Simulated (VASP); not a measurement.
A run of VASP 6.6.1 is set up as follows.

INCAR

```
SYSTEM = TiAl16N16
PREC = Accurate
ENCUT = 520
EDIFF = 1E-6
ISMEAR = -1
SIGMA = 0.01
LREAL = Auto
LASPH = .True.
NELM = 120
ALGO = Normal
ISIF = 2
LWAVE = .False.
LCHARG = .True.
GGA = PE
LELF = .True.
LVHAR = .True.
NBANDS = 92
GGA_COMPAT = .False.
```

File KPOINTS:

```
regular mesh
0
Gamma
  1 1 1
  0 0 0
```

File POSCAR:

```
TiAl16N16
1.0
    6.2595139100      0.0000000600      0.0000000000
   -3.1297570100      5.4208980300      0.0000000000
    0.0000000000      0.0000000000     10.0348065900
Al N Ti
16 16 1
Direct
    0.4006519018      0.2003149607      0.2422559895
    0.1683280070      0.3346382795      0.5090348234
    0.3303289128      0.1652554568      0.7482393340
    0.1660702731      0.3282734669      1.0040381855
    0.3358244042      0.6681092247      0.2584894862
    0.1685901895      0.8337681257      0.5090781725
    0.3282063082      0.6641394028      0.7581858137
    0.1660924783      0.8379548859      1.0039461060
    0.7990250611      0.1787242532      0.2396415893
    0.6621622714      0.3312349633      0.4835778305
    0.8349811043      0.1626342988      0.7453942368
    0.6739599497      0.3371810260      0.9618648764
    0.7994595328      0.6209983906      0.2396539463
    0.6421392882      0.8212598608      0.5111083063
    0.8350341511      0.6726378046      0.7453370359
    0.6692421540      0.8347279242      0.9992557315
    0.3313314572      0.1656118553      0.4410462683
    0.1696686461      0.3236517234      0.2049100779
    0.3303836326      0.1652805449      0.9379616753
    0.1684901216      0.3357299805      0.6962912476
    0.3161028650      0.6579371096      0.4499036389
    0.1697463740      0.8462736182      0.2049207408
    0.3303112143      0.6651844326      0.9540942234
    0.1686079416      0.8329396651      0.6963066938
    0.8310897511      0.1560663834      0.4439121930
    0.6904280843      0.3456259366      0.1400335908
    0.8405214362      0.1601666264      0.9340561690
    0.6681015994      0.3341905621      0.6964437169
    0.8313787826      0.6755179547      0.4440061659
    0.6717104047      0.8360778850      0.2024511366
    0.8406222451      0.6807517738      0.9339748520
    0.6556640406      0.8279825475      0.6965982789
    0.0003789307      0.0003980890      0.3443376780
```

Potentials or basis: VASP PAW PBE potentials, release 64 (Al, N, Ti_sv).

Run with:

```bash
$ cat potpaw_PBE.64/Al/POTCAR potpaw_PBE.64/N/POTCAR potpaw_PBE.64/Ti_sv/POTCAR > POTCAR
$ mpirun -np 1 vasp_gam > vasp.out
```

(1) Estimate the largest force.

(2) What does it give for the pressure?

Answers

(1) 0.027 eV/Å.

(2) 8.9 GPa.

Caveat: the k points lie up to 1.16 Å⁻¹ apart, too coarse for converged energies, forces and pressures.
